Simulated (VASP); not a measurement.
**CdS: single point with PBE**

Crystal: CdS.

```
CELL_PARAMETERS angstrom
0.00000 2.91000 2.91000
2.91000 0.00000 2.91000
2.91000 2.91000 0.00000
ATOMIC_POSITIONS crystal
Cd 0.00000 0.00000 0.00000
S 0.75000 0.75000 0.75000
```

| Quantity | Value |
| --- | --- |
| Program | VASP 6.6.1 |
| Task | single point |
| Functional | PBE |
| Potentials or basis | VASP PAW PBE potentials, release 64 (Cd, S) |
| Cutoff | 520 eV |
| k mesh | 8 × 8 × 8 |
| Occupations | gaussian, width 0.05 eV |
| Spin | no spin polarisation |

| Property | Result |
| --- | --- |
| Pressure | 3.7 GPa |
| Band gap on the k mesh | 1.16 eV, direct |

Levels at points of the mesh, in eV from the valence-band top:
```
           k point  band 7  band 8  band 9  band 10  band 11  band 12
(0.00, 0.00, 0.00)    0.00    0.00    0.00     1.16     6.55     6.55
(0.50, 0.00, 0.00)   -4.44   -0.76   -0.76     3.03     7.01     7.01
(0.50, 0.50, 0.00)   -3.98   -1.90   -1.90     3.54     4.36     9.26
```

Run time: 18 s on 1 thread of Intel(R) Xeon(R) Platinum 8259CL CPU @ 2.50GHz (Skylake/Cascade Lake), on a shared host, peak memory 0.18 GiB.

As with any semilocal functional, this PBE gap is likely too small.
